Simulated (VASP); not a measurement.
# FeSi (CsCl type) (Pm-3m) in VASP: relaxation of cell and atoms with PBE

Aim: the relaxation of cell and atoms of FeSi (CsCl type) with PBE.

Program: VASP 6.6.1. These are calculated values, not measurements. Logs are shortened: lines on timing, memory, paths and dates and some standing lists are left out, and cuts for length are marked.

## 1. The cell of the first run

It takes space group Pm-3m (No. 221, cubic). The conventional cell has a = 2.710 Å, b = 2.710 Å, c = 2.710 Å, α = 90.00°, β = 90.00°, γ = 90.00°. Fe (site symmetry m-3m) has 8 Si at 2.35 Å and 6 Fe at 2.71 Å within 3.1 Å. Within 3.1 Å of Si (site symmetry m-3m) lie 8 Fe at 2.35 Å and 6 Si at 2.71 Å.

## 2. Relaxation of cell and atoms, PBE, collinear spin, ferromagnetic start, target pressure 47 GPa, at which the enthalpy is minimised

File INCAR:

```
SYSTEM = FeSi
ALGO = Normal ; EDIFF = 1E-7
EDIFFG = -0.005 ; ENCUT = 600
GGA = PE ; IBRION = 2
ISIF = 3 ; ISMEAR = -1
ISPIN = 2 ; LASPH = .TRUE.
LCHARG = .FALSE. ; LMAXMIX = 4
LORBIT = 11 ; LREAL = .FALSE.
LWAVE = .FALSE. ; MAGMOM = 2.5 0
NELM = 150 ; NSW = 60
PREC = Accurate ; PSTRESS = 470.0
SIGMA = 0.05
```

File KPOINTS:

```
k-points
0
G
  15 15 15
  0 0 0
```

File POSCAR:

```
FeSi
1.0
    2.7100351746      0.0000000000      0.0000000000
    0.0000000000      2.7100351746      0.0000000000
    0.0000000000      0.0000000000      2.7100351746
Fe Si
1 1
Direct
    0.0000000000      0.0000000000      0.0000000000
    0.5000000000      0.5000000000      0.5000000000
```

Potentials or basis: VASP PAW PBE potentials, release 64 (Fe, Si).

The run is started by

```
cat potpaw_PBE.64/Fe/POTCAR potpaw_PBE.64/Si/POTCAR > POTCAR
mpirun -np 1 vasp_std > vasp.out
```

OUTCAR:

```text
SYSTEM = FeSi
   EDIFF = 1E-7
   EDIFFG = -0.005
   ENCUT = 600
   GGA = PE
   IBRION = 2
   ISIF = 3
   ISMEAR = -1
   ISPIN = 2
   LASPH = .TRUE.
   LORBIT = 11
   LREAL = .FALSE.
   NELM = 150
   NSW = 60
   PREC = Accurate
   PSTRESS = 470.0

 ion  position               nearest neighbor table
   1  0.000  0.000  0.000-   2 2.35   2 2.35   2 2.35   2 2.35   2 2.35   2 2.35   2 2.35   2 2.35

   2  0.500  0.500  0.500-   1 2.35   1 2.35   1 2.35   1 2.35   1 2.35   1 2.35   1 2.35   1 2.35

  LATTYP: Found a simple cubic cell.
 ALAT       =     2.7100351746

  Lattice vectors:

 A1 = (   2.7100351746,   0.0000000000,   0.0000000000)
 A2 = (   0.0000000000,   2.7100351746,   0.0000000000)
 A3 = (   0.0000000000,   0.0000000000,   2.7100351746)

Analysis of symmetry for initial positions (statically):
=====================================================================
 Subroutine PRICEL returns:
 Original cell was already a primitive cell.

 Routine SETGRP: Setting up the symmetry group for a
 simple cubic supercell.

 Subroutine GETGRP returns: Found 48 space group operations
 (whereof 48 operations were pure point group operations)
 out of a pool of 48 trial point group operations.

The static configuration has the point symmetry O_h .

Analysis of symmetry for dynamics (positions and initial velocities):
=====================================================================
 Subroutine PRICEL returns:
 Original cell was already a primitive cell.

 Routine SETGRP: Setting up the symmetry group for a
 simple cubic supercell.

 Subroutine GETGRP returns: Found 48 space group operations
 (whereof 48 operations were pure point group operations)
 out of a pool of 48 trial point group operations.

The dynamic configuration has the point symmetry O_h .

Analysis of structural, dynamic, and magnetic symmetry:
=====================================================================
 Subroutine PRICEL returns:
 Original cell was already a primitive cell.

 Routine SETGRP: Setting up the symmetry group for a
 simple cubic supercell.

 Subroutine GETGRP returns: Found 48 space group operations
 (whereof 48 operations were pure point group operations)
 out of a pool of 48 trial point group operations.

The overall configuration has the point symmetry O_h .

 Subroutine INISYM returns: Found 48 space group operations
 (whereof 48 operations are pure point group operations),
 and found     1 'primitive' translations

----------------------------------------------------------------------------------------

                                     Primitive cell

  volume of cell :      19.9033

  direct lattice vectors                    reciprocal lattice vectors
     2.710035175  0.000000000  0.000000000     0.368998901  0.000000000  0.000000000
     0.000000000  2.710035175  0.000000000     0.000000000  0.368998901  0.000000000
     0.000000000  0.000000000  2.710035175     0.000000000  0.000000000  0.368998901

  length of vectors
     2.710035175  2.710035175  2.710035175     0.368998901  0.368998901  0.368998901

  position of ions in fractional coordinates (direct lattice)
     0.000000000  0.000000000  0.000000000
     0.500000000  0.500000000  0.500000000

  ion indices of the primitive-cell ions
   primitive index   ion index
                 1           1
                 2           2

----------------------------------------------------------------------------------------

 KPOINTS: k-points

Automatic generation of k-mesh.
 Grid dimensions read from file:
 generate k-points for:   15   15   15

 Generating k-lattice:

  Cartesian coordinates                     Fractional coordinates (reciprocal lattice)
     0.024599927  0.000000000  0.000000000     0.066666667  0.000000000  0.000000000
     0.000000000  0.024599927  0.000000000     0.000000000  0.066666667  0.000000000
     0.000000000  0.000000000  0.024599927     0.000000000  0.000000000  0.066666667

  Length of vectors
     0.024599927  0.024599927  0.024599927

  Shift w.r.t. Gamma in fractional coordinates (k-lattice)
     0.000000000  0.000000000  0.000000000

 Subroutine IBZKPT returns following result:
 ===========================================

 Found    120 irreducible k-points:

 Following reciprocal coordinates:
            Coordinates               Weight
  0.000000  0.000000  0.000000      1.000000
  0.066667  0.000000  0.000000      6.000000
  0.133333  0.000000  0.000000      6.000000
  0.200000  0.000000  0.000000      6.000000
  0.266667  0.000000  0.000000      6.000000
  0.333333  0.000000  0.000000      6.000000
[... 16 lines left out ...]
  0.266667  0.200000  0.000000     24.000000
  0.333333  0.200000  0.000000     24.000000
 [... further k-points ...]
   k-points           NKPTS =    120   k-points in BZ     NKDIM =    120   number of bands    NBANDS=     11
   number of dos      NEDOS =    301   number of ions     NIONS =      2
   total plane-waves  NPLWV =  13824
   dimension x,y,z NGX =    24 NGY =   24 NGZ =   24
   dimension x,y,z NGXF=    48 NGYF=   48 NGZF=   48
   ions per type =               1   1
   NGX,Y,Z   is equivalent  to a cutoff of  14.72, 14.72, 14.72 a.u.
   NGXF,Y,Z  is equivalent  to a cutoff of  29.45, 29.45, 29.45 a.u.
 SYSTEM =  FeSi
   PREC   = accura    normal or accurate (medium, high low for compatibility)
   ISTART =      0    job   : 0-new  1-cont  2-samecut
   ICHARG =      2    charge: 1-file 2-atom 10-const
   ISPIN  =      2    spin polarized calculation?
   LNONCOLLINEAR =      F non collinear calculations
   LSORBIT =      F    spin-orbit coupling
   LASPH  =      T    aspherical Exc in radial PAW
   ENCUT  =  600.0 eV  44.10 Ry    6.64 a.u.   5.41  5.41  5.41*2*pi/ulx,y,z
   NELM   =    150;   NELMIN=  2; NELMDL= -5     # of ELM steps
   EDIFF  = 0.1E-06   stopping-criterion for ELM
   LREAL  =      F    real-space projection
   EDIFFG = -.5E-02   stopping-criterion for IOM
   NSW    =     60    number of steps for IOM
   IBRION =      2    ionic relax: 0-MD 1-quasi-New 2-CG
   NFREE  =      1    steps in history (QN), initial steepest desc. (CG)
   ISIF   =      3    stress and relaxation
   ISYM   =      2    0-nonsym 1-usesym 2-fastsym
   POTIM  = 0.5000    time-step for ionic-motion
   TEBEG  =    0.0;   TEEND  =   0.0 temperature during run
   PSTRESS=  470.0 pullay stress
   NELECT =      12.0000    total number of electrons
   NUPDOWN=      -1.0000    fix difference up-down
   EMIN   =  10.00;   EMAX   =-10.00  energy-range for DOS
   EFERMI =   0.00;   METHOD = LEGACY
   ISMEAR =    -1;   SIGMA  =   0.05  broadening in eV -4-tet -1-fermi 0-gaus
   EFERMI_NEDOS =   21; number of points for ismear=-14 and -15
   IALGO  =     38    algorithm
   IMIX   =      4    mixing-type and parameters
     AMIX     =   0.40;   BMIX     =  1.00
     AMIX_MAG =   1.60;   BMIX_MAG =  1.00
  volume/ion in A,a.u.               =       9.95        67.16
  Fermi-wavevector in a.u.,A,eV,Ry     =   1.383015  2.613520 26.024290  1.912731
  Thomas-Fermi vector in A             =   2.507653
   LORBIT       =     11    0 simple, 1 ext, 2 COOP (PROOUT), +10 PAW based schemes
   GGA     = PE    functional components
   LHFCALC =     F    Hartree Fock is set to
   AEXX    =    0.0000 exact exchange contribution
   IVDW    =     0    specifies the selected vdW correction
   LEPSILON=     F    determine dielectric tensor
   LRPA    =     F    only Hartree local field effects (RPA)
 conjugate gradient relaxation of ions
 spin polarized calculation
  energy-cutoff  :      600.00
  volume of cell :       19.90
 maximum number of plane-waves:       691
 NGX is ok and might be reduce to    24
   NGX = 11   NGY = 11   NGZ = 11

--------------------------------------- Ionic step        1  -------------------------------------------

 number of electron      12.0000000 magnetization       0.0003879

 number of electron      12.0000000 magnetization      -0.0000538

 Free energy of the ion-electron system (eV)
  ---------------------------------------------------
  ext. energy  EPLUGINS =         0.00000000
  ---------------------------------------------------
  free energy    TOTEN  =       -14.60366168 eV

  energy without entropy =      -14.59944237  energy(sigma->0) =      -14.60155202

------------------------ aborting loop because EDIFF is reached ----------------------------------------

  FORCE on cell =-STRESS in cart. coord.  units (eV):
  Direction    XX          YY          ZZ          XY          YZ          ZX
  --------------------------------------------------------------------------------------
  -------------------------------------------------------------------------------------
  Total        1.8160617      1.8160617      1.8160617      0.0000000     -0.0000000      0.0000000
  in kB      146.1895742    146.1895742    146.1895742      0.0000000     -0.0000000      0.0000000
  external PRESSURE =    -323.8104258 kB  Pullay stress =     470.0000000 kB

 VOLUME and BASIS-vectors are now :
 -----------------------------------------------------------------------------
  energy-cutoff  :      600.00
  volume of cell :       19.90
      direct lattice vectors                 reciprocal lattice vectors
     2.710035175  0.000000000  0.000000000     0.368998901  0.000000000  0.000000000
     0.000000000  2.710035175  0.000000000     0.000000000  0.368998901  0.000000000
     0.000000000  0.000000000  2.710035175     0.000000000  0.000000000  0.368998901
[... 128 lines left out ...]
  FREE ENERGIE OF THE ION-ELECTRON SYSTEM (eV)
  ---------------------------------------------------
  free  energy   TOTEN  =       -14.3001783881 eV

  energy  without entropy=      -14.2958515961  energy(sigma->0) =      -14.29801499

  enthalpy is  TOTEN    =        -8.9486103271 eV   P V=        5.3515680609

--------------------------------------- Ionic step        5  -------------------------------------------

 number of electron      12.0000003 magnetization      -0.0000006

 number of electron      12.0000003 magnetization       0.0000046

 Free energy of the ion-electron system (eV)
  ---------------------------------------------------
  ext. energy  EPLUGINS =         0.00000000
  ---------------------------------------------------
  free energy    TOTEN  =       -14.29055471 eV

  energy without entropy =      -14.28626217  energy(sigma->0) =      -14.28840844

 E-fermi :  13.2476     XC(G=0): -13.7924

 val. band max:       13.1384966443   @ k =   0.4667   0.4667   0.3333
 cond. band min:      13.2653398483   @ k =   0.4667   0.4667   0.0000
 fundamental gap:      0.1268432039
 Fermi energy:        13.2475800150

 spin component 1

 k-point     1 :       0.0000    0.0000    0.0000
  band No.  band energies     occupation
      1      -2.3783      1.00000
      2       8.4573      1.00000
      3       8.4573      1.00000
      4      12.1533      1.00000
      5      12.1533      1.00000
      6      12.1533      1.00000
      7      16.9949      0.00000
      8      16.9949      0.00000
      9      16.9949      0.00000
     10      21.7253      0.00000
     11      21.7253      0.00000

 k-point     2 :       0.0667    0.0000    0.0000
  band No.  band energies     occupation
      1      -2.2798      1.00000
      2       8.4103      1.00000
      3       8.5001      1.00000
      4      12.0345      1.00000
      5      12.0346      1.00000
      6      12.1635      1.00000
      7      16.4387      0.00000
      8      17.1888      0.00000
      9      17.1888      0.00000
     10      21.6475      0.00000
     11      22.3006      0.00000
[... 295 lines left out ...]
 k-point    24 :       0.3333    0.2000    0.0000
  band No.  band energies     occupation
      1       0.7199      1.00000
      2       6.4747      1.00000
      3       8.7872      1.00000
      4      10.2512      1.00000
      5      10.8303      1.00000
      6      11.7279      1.00000
      7      13.8089      0.00001
      8      17.0348      0.00000
      9      21.3895      0.00000
     10      21.4038      0.00000
     11      24.7875      0.00000

 [... further k-points ...]

 spin component 2

 k-point     1 :       0.0000    0.0000    0.0000
  band No.  band energies     occupation
      1      -2.3783      1.00000
      2       8.4573      1.00000
      3       8.4573      1.00000
      4      12.1533      1.00000
      5      12.1533      1.00000
      6      12.1533      1.00000
      7      16.9949      0.00000
      8      16.9949      0.00000
      9      16.9949      0.00000
     10      21.7253      0.00000
     11      21.7253      0.00000

 k-point     2 :       0.0667    0.0000    0.0000
  band No.  band energies     occupation
      1      -2.2798      1.00000
      2       8.4103      1.00000
      3       8.5001      1.00000
      4      12.0345      1.00000
      5      12.0346      1.00000
      6      12.1635      1.00000
      7      16.4387      0.00000
      8      17.1888      0.00000
      9      17.1888      0.00000
     10      21.6475      0.00000
     11      22.3006      0.00000
[... 330 lines left out ...]
 POSITION                                       TOTAL-FORCE (eV/Angst)
 -----------------------------------------------------------------------------------
      0.00000      0.00000      0.00000        -0.000000     -0.000000      0.000000
      1.31544      1.31544      1.31544         0.000000      0.000000      0.000000
 -----------------------------------------------------------------------------------
    total drift:                                0.000000      0.000000      0.000000

  FREE ENERGIE OF THE ION-ELECTRON SYSTEM (eV)
  ---------------------------------------------------
  free  energy   TOTEN  =       -14.2905547092 eV

  energy  without entropy=      -14.2862621739  energy(sigma->0) =      -14.28840844

  enthalpy is  TOTEN    =        -8.9486980441 eV   P V=        5.3418566650

 reached required accuracy - stopping structural energy minimisation

 total charge

# of ion       s       p       d       tot
------------------------------------------
    1        0.518   0.826   6.869   8.212
    2        0.703   0.997   0.000   1.700
--------------------------------------------------
tot          1.222   1.822   6.869   9.912

 magnetization (x)

# of ion       s       p       d       tot
------------------------------------------
    1       -0.000   0.000  -0.000  -0.000
    2        0.000   0.000   0.000   0.000
--------------------------------------------------
tot          0.000   0.000  -0.000  -0.000
```

Run time: 1.9 min. Hardware: 1 thread of Intel Xeon Platinum 8488C (Sapphire Rapids), shared host; peak memory 0.2 GiB.

Results:

```
Free energy                                                : -14.2906 eV
Relaxed volume                                             : 9.10 Å³/atom
Relaxed cell                                               : a = 2.631 Å, b = 2.631 Å, c = 2.631 Å, α = 90.00°, β = 90.00°, γ = 90.00°
Space group after relaxing (to 0.1 Å)                      : Pm-3m (No. 221)
Energy change on relaxing (the run minimises the enthalpy) : +156.6 meV/atom
Ionic steps                                                : 5
Pressure after relaxing                                    : 47.0 GPa
Band gap on the k mesh                                     : zero (filled and empty bands overlap)
Net moment                                                 : 0.00 μB per cell
Valence electrons inside the program's atomic spheres      : Fe 8.21; Si 1.70
```

The path:
```csv
step,energy change (eV),largest force (eV/Å),pressure (GPa),volume (Å³)
1,0.0000,0.0000,14.62,19.90
2,2.7280,0.0000,195.34,14.65
3,0.2740,0.0000,43.78,18.35
4,0.3035,0.0000,46.22,18.24
5,0.3131,0.0000,46.99,18.21
```

Final structure:
```yaml
crystal:
  lattice:
    - [2.63088, 0.00000, 0.00000]
    - [0.00000, 2.63088, 0.00000]
    - [0.00000, 0.00000, 2.63088]
  atoms:
    - { symbol: Fe, position: [0.00000, 0.00000, 0.00000] }
    - { symbol: Si, position: [0.50000, 0.50000, 0.50000] }
```

Caveat: the cell is relaxed towards a set pressure, so the run minimises the enthalpy, not the energy.
